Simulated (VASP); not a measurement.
SrHg3O4, 8 atoms in the cell. The typed cell holds 8 atoms: a = 5.003 Å, b = 4.970 Å, c = 5.006 Å, α = 90.09°, β = 90.11°, γ = 90.22°. 

- Program: VASP 6.6.1
- Task: single point
- Functional: PBE
- Potentials or basis: VASP PAW PBE potentials, release 64 (Sr_sv, Hg, O)
- Cutoff: 520 eV
- k mesh: 4 × 4 × 4
- Occupations: gaussian, width 0.2 eV
- Spin: no spin polarisation
- Dipole correction: no
- Further INCAR settings: ALGO = Normal; EDIFF = 1e-06; NBANDS = 45

Potentials or basis: VASP PAW PBE potentials, release 64 (Sr_sv, Hg, O).

Run with:

```console
$ cat potpaw_PBE.64/Sr_sv/POTCAR potpaw_PBE.64/Hg/POTCAR potpaw_PBE.64/O/POTCAR > POTCAR
$ mpirun -np 1 vasp_std > vasp.out
```

Hardware: 1 thread of Intel(R) Xeon(R) 6975P-C (Granite Rapids) (shared host).

**Question.** How long does it take, and how much memory?

**Answer.** It took 100 s on 1 thread of Intel(R) Xeon(R) 6975P-C (Granite Rapids) (shared host), peak memory 0.36 GiB. Counts: scf iterations 17, k points 36.
